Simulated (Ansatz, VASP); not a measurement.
One calculation of MgS, two programs

The input INCAR:

```
  ALGO = Normal
  EDIFF = 1E-7
  EDIFFG = -0.002
  ENCUT = 520
  GGA = PS
  GGA_COMPAT = F
  IBRION = 2
  ISIF = 2
  ISMEAR = 0
  LASPH = T
  LCHARG = F
  LREAL = F
  LWAVE = F
  NELM = 120
  NELMIN = 4
  NSW = 60
  PREC = Accurate
  SIGMA = 0.02
```

KPOINTS

```
k-points
0
Gamma
  6 6 6
```

Contents of POSCAR:

```
MgS
1.0
    0.0480937396      2.8581686983      2.8581686983
    2.8581686983      0.0480937396      2.8581686983
    2.8581686983      2.8581686983      0.0480937396
Mg S
1 1
Direct
    0.0015218823      0.0015218823      0.0015218823
    0.2484781177      0.2484781177      0.2484781177
```

Input for Ansatz:

```yaml
crystal:
  lattice:
    - [0.0480937396, 2.8581686983, 2.8581686983]
    - [2.8581686983, 0.0480937396, 2.8581686983]
    - [2.8581686983, 2.8581686983, 0.0480937396]
  atoms:
    - { symbol: Mg, position: [0.0015218823, 0.0015218823, 0.0015218823] }
    - { symbol: S, position: [0.2484781177, 0.2484781177, 0.2484781177] }
basis:
  ecutwfc: 600.0
kpoints:
  mp_grid: { grid: [6, 6, 6] }
hamiltonian:
  xc: pbesol
  pseudopotentials: { kind: paw, azcp: { folder: soft_1 } }
scf:
  occupations: { method: gaussian, width: 0.02 }
output:
  forces: true
  stress: true
  eigenvalues: true
relax:
  adjacent_minimum: "off"
  f_tol: 0.002
  max_steps: 40
```

Change from the starting cell: strained cell.

Alike in both runs: task relaxation of the atoms; functional PBEsol; k mesh 6 × 6 × 6; occupations gaussian, width 0.02 eV; no spin polarisation.

```csv
,VASP,Ansatz
version,VASP 6.6.1,Ansatz 0.2.0
potentials or method,"VASP PAW PBE potentials, release 64 (Mg, S), cutoff 520 eV","scalar-relativistic, plane waves, PAW"
valence electrons in the cell,8,16
```

```tsv
	VASP	Ansatz	Ansatz less VASP
gap on the k mesh at the Fermi level, each at its own relaxed structure (eV)	3.22	3.22	-0.002
```

VASP's potentials were made for PBE, not for PBEsol, and Ansatz warns of the same on its side. VASP's potentials hold 8 valence electrons a cell and Ansatz's 16, so a difference there can come from the potentials and not from the codes. Ansatz's warnings: stress scf threshold loose.
